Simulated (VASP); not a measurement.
Input of a VASP 6.6.1 run:

INCAR

```
ALGO     = Normal         # electronic algorithm
EDIFF    = 1E-6           # SCF threshold, eV
ENCUT    = 520            # plane-wave cutoff, eV
ISIF     = 2              # what is computed and relaxed
ISMEAR   = -1             # smearing method
LASPH    = True           # aspherical terms in the spheres
LCHARG   = False          # write CHGCAR
LREAL    = False          # projectors in reciprocal space
LWAVE    = False          # write WAVECAR
NBANDS   = 14             # bands
NELM     = 60             # most SCF steps
PREC     = Accurate       # precision mode
SIGMA    = 0.08           # smearing width, eV
```

File KPOINTS:

```
k-points
0
Gamma
  17 17 17
```

POSCAR

```
HfC
1.0
    0.0000000000      2.2863121800      2.2863121800
    2.2863121800      0.0000000000      2.2863121800
    2.2863121800      2.2863121800      0.0000000000
Hf C
1 1
Direct
    0.0000000000      0.0000000000      0.0000000000
    0.5000000000      0.5000000000      0.5000000000
```

Potentials or basis: VASP PAW LDA potentials, release 64 (Hf_pv, C).

Launch:

```console
$ cat potpaw_LDA.64/Hf_pv/POTCAR potpaw_LDA.64/C/POTCAR > POTCAR
$ mpirun -np 1 vasp_std > vasp.out
```

Problem. Estimate the band gap on the k mesh.

Solution. Zero (bands 7 and 8 overlap by 1.46 eV).

Problem. Predict the pressure.

Solution. 0.7 GPa.

Caveat: spin-orbit coupling is left out, which moves the levels of the heavy elements.
